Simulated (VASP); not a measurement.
Here is a VASP 6.6.1 calculation.

File INCAR:

```
SYSTEM = LaP
PREC = Accurate ; ENCUT = 500
EDIFF = 1E-6 ; ISMEAR = 0
SIGMA = 0.1 ; LREAL = .FALSE.
LASPH = .TRUE. ; NELM = 200
ALGO = Normal ; ISIF = 2
LWAVE = .FALSE. ; LCHARG = .FALSE.
GGA = CA ; NBANDS = 15
GGA_COMPAT = .FALSE. ; LMAXMIX = 6
```

KPOINTS

```
regular mesh
0
G
  12 12 12
  0 0 0
```

POSCAR

```
LaP
1.0
    3.5023020492      0.0000000000      0.0000000000
    0.0000000000      3.5023020492      0.0000000000
    0.0000000000      0.0000000000      3.5023020492
La P
1 1
Direct
    0.0000000000      0.0000000000      0.0000000000
    0.5000000000      0.5000000000      0.5000000000
```

Potentials or basis: VASP PAW LDA potentials, release 64 (La, P).

Launch:

```sh
$ cat potpaw_LDA.64/La/POTCAR potpaw_LDA.64/P/POTCAR > POTCAR
$ mpirun -np 1 vasp_std > vasp.out
```

Task: Estimate the pressure.

Result: 4.7 GPa.

Task: Predict the band gap on the k mesh.

Result: Zero (band 8 reaches 9.96 eV, above the bottom of band 9 at 9.28 eV).

Caveat: spin-orbit coupling is left out, which moves the levels of the heavy elements.
